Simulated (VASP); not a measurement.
A run of VASP 6.6.1:

The input INCAR:

```
ALGO = Normal ; EDIFF = 1E-7
EDIFFG = -0.04 ; ENCUT = 500
GGA = PE ; GGA_COMPAT = F
IBRION = 2 ; ISIF = 3
ISMEAR = 0 ; LASPH = T
LCHARG = F ; LREAL = F
LWAVE = F ; NELM = 120
NELMIN = 4 ; NSW = 90
PREC = Accurate ; SIGMA = 0.1
```

The input KPOINTS:

```
k-points
0
Gamma
  4 4 4
```

POSCAR

```
Ge5Pt3
1.0
    4.7354654500      0.0000000000      0.0000000000
    0.0000000000      4.7354654500      0.0000000000
    0.0000000000      0.0000000000      4.7354654500
Ge Pt
5 3
Direct
    0.0000000000      0.0000000000      0.0000000000
    0.5000000000      0.5000000000      0.5000000000
    0.0000000000      0.5000000000      0.5000000000
    0.5000000000      0.0000000000      0.5000000000
    0.5000000000      0.5000000000      0.0000000000
    0.5000000000      0.0000000000      0.0000000000
    0.0000000000      0.5000000000      0.0000000000
    0.0000000000      0.0000000000      0.5000000000
```

Potentials or basis: VASP PAW PBE potentials, release 64 (Ge_d, Pt).

Run with:

```sh
$ cat potpaw_PBE.64/Ge_d/POTCAR potpaw_PBE.64/Pt/POTCAR > POTCAR
$ mpirun -np 1 vasp_std > vasp.out
```

Hardware: 1 thread of Intel(R) Xeon(R) 6975P-C (Granite Rapids), with other jobs on the host.

**Question.** How long does it take, and how much memory?

**Answer.** Wall time 2.3 min on 1 thread of Intel(R) Xeon(R) 6975P-C (Granite Rapids), on a shared host, peak memory 0.24 GiB. Counts: scf iterations 69, k points 10, ion steps 5.
